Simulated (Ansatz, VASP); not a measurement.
## GeW, level by level in two programs

```xyz
2
Lattice="0.0000 2.5776 2.5776 2.5776 0.0000 2.5776 2.5776 2.5776 0.0000" Properties=species:S:1:pos:R:3 pbc="T T T"
Ge    2.5776    2.5776    2.5776
W     0.0000    0.0000    0.0000
```

Single points on this cell with VASP 6.6.1 and Ansatz 0.2.0. Each row is one pair of runs. Alike in all rows: spin: off; k mesh: 9 × 9 × 9; VASP's potentials, cutoff: VASP PAW PBE potentials, release 64 (Ge_d, W_sv), 520 eV; Ansatz's potentials, cutoff: Ansatz PAW, 420 eV.

```tsv
level	smearing	gap on the k mesh at the Fermi level (eV), VASP	gap on the k mesh at the Fermi level (eV), Ansatz	pressure (GPa), VASP	pressure (GPa), Ansatz
PBE	gaussian, width 0.025 eV	none	none	0.4	0.2
PBE	gaussian, width 0.026 eV	none	none	0.4	0.2
PBE	gaussian, width 0.027 eV	none	none	0.4	0.2
PBE	gaussian, width 0.028 eV	none	none	0.4	0.2
PBE	gaussian, width 0.012 eV	none	none	0.4	0.2
PBE	gaussian, width 0.013 eV	none	none	0.4	0.2
PBE	gaussian, width 0.014 eV	none	none	0.4	0.2
PBE	gaussian, width 0.015 eV	none	none	0.4	0.2
```

Pressure (GPa): the two programs differ by at most 0.23.

A gap of «none» marks a metal or a gap that the smearing closes.

Spin-orbit coupling is off throughout.
